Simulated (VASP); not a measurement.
## HC12 (a cell with a defect): single point with PBE

HC12 (a cell with a defect):

```xyz
13
Lattice="-3.5715 -1.7858 -1.7858 -1.7858 -3.5715 1.7858 -3.5715 1.7858 1.7858" Properties=species:S:1:pos:R:3 pbc="T T T"
C    -5.3573   -3.5715    0.0000
C    -3.5715   -1.7858    0.0000
C    -1.7858    0.0000    0.0000
C    -3.5715    0.0000    1.7858
C    -5.3573    0.0000    0.0000
C    -5.3573   -1.7858    1.7858
C    -4.4644   -2.6787    0.8929
C    -2.6787   -0.8929    0.8929
C    -4.4644   -0.8929   -0.8929
C    -6.2502   -0.8929    0.8929
C    -4.4644    0.8929    0.8929
C    -4.4644   -0.8929    2.6787
H    -4.0180   -2.6787    0.0000
```

| Property | Result |
| --- | --- |
| Program | VASP 6.6.1 |
| Task | single point |
| Functional | PBE |
| Potentials or basis | VASP PAW PBE potentials, release 64 (C, H) |
| Cutoff | 520 eV |
| k mesh | 6 × 6 × 6 |
| Occupations | gaussian, width 0.05 eV |
| Spin | no spin polarisation |
| Dipole correction | no |
| Charge | 1 |
| Further INCAR settings | ALGO = Normal; EDIFF = 1e-06; NBANDS = 36; NELECT = 48.0 |

| Property | Result |
| --- | --- |
| Largest force | 10.381 eV/Å |

Forces in eV/Å, atoms in the order of the input:
```
C   -1.143 -1.271 -0.480
C    4.822  8.836 -1.739
C    0.415 -0.231 -0.383
C   -0.244 -0.068 -0.246
C   -0.134  0.253  0.235
C   -0.198  0.869  0.024
C   -4.876 -1.553  9.032
C   -0.132  0.067  0.823
C   -0.534  0.279  0.291
C    1.462 -0.539 -1.239
C    0.245 -0.426 -0.270
C    0.249 -0.442 -0.258
H    0.068 -5.774 -5.789
```

Levels at points of the mesh, in eV from the Fermi level:
| k point | band 22 | band 23 | band 24 | band 25 | band 26 | band 27 |
| --- | --- | --- | --- | --- | --- | --- |
| (0.00, 0.00, 0.00) | -0.54 | -0.36 | -0.24 | 4.22 | 5.02 | 5.12 |
| (0.50, 0.00, 0.00) | -4.32 | -2.86 | -2.15 | 4.97 | 5.72 | 6.10 |
| (0.50, 0.50, 0.00) | -4.29 | -2.46 | -2.10 | 3.87 | 5.82 | 6.10 |
| (0.00, 0.50, 0.00) | -3.06 | -1.88 | -1.63 | 4.16 | 4.20 | 5.35 |
| (0.00, 0.00, 0.50) | -2.42 | -1.69 | -1.66 | 4.95 | 6.42 | 6.54 |
| (0.50, 0.00, 0.50) | -3.60 | -3.07 | -3.01 | 3.65 | 4.39 | 5.33 |
| (0.50, 0.50, 0.50) | -3.66 | -3.10 | -3.06 | 3.55 | 4.43 | 5.45 |
| (0.00, 0.50, 0.50) | -4.37 | -4.05 | -4.00 | 4.47 | 4.97 | 5.90 |

Wall time 2 min on 1 thread of Intel(R) Xeon(R) 6975P-C (Granite Rapids), with other jobs on the host, peak memory 0.32 GiB.

Caveat: the cell carries a net charge on a neutralising background, which shifts energy and pressure; the cell is charged against a uniform background, so pressure and absolute levels hang on convention.
